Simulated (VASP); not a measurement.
# Hg: single point with RPBE

The system is Hg.

```
CELL_PARAMETERS angstrom
14.00000 0.00000 0.00000
0.00000 14.40000 0.00000
0.00000 0.00000 14.80000
ATOMIC_POSITIONS crystal
Hg 0.50000 0.50000 0.50000
```

```yaml
Program: VASP 6.6.1
Task: single point
Functional: RPBE
Potentials_or_basis: VASP PAW PBE potentials, release 64 (Hg)
Cutoff: 520 eV
k_mesh: 1 × 1 × 1
Occupations: fermi-dirac, width 0.01 eV
Spin: collinear spin, zero start
Starting_moments: "[0.01] μB"
Dipole_correction: no
Further_INCAR_settings: ALGO = Normal; EDIFF = 1e-07; NBANDS = 16; ISYM = 0
```

The pressure is 0.0 GPa, the band gap on the k mesh is 5.67 eV and the net moment is 0.00 μB per cell. The valence electrons inside the program's atomic spheres are Hg 10.45.

Levels at points of the mesh, in eV from the valence-band top:
Spin up:
```csv
k point,band 3,band 4,band 5,band 6,band 7,band 8,band 9,band 10
"(0.00, 0.00, 0.00)",-3.10,-3.10,-3.10,0.00,5.67,5.67,5.67,6.53
```
Spin down:
```tsv
k point	band 3	band 4	band 5	band 6	band 7	band 8	band 9	band 10
(0.00, 0.00, 0.00)	-3.10	-3.10	-3.10	0.00	5.67	5.67	5.67	6.54
```

Wall time 8.6 min on 1 thread of AMD EPYC 7R43 64-Core Processor (Zen 3) (shared host), peak memory 2.6 GiB.

Caveat: the PAW data sets were made with another functional, which shifts forces and pressure a little; spin-orbit coupling is left out, which moves the levels of the heavy elements.
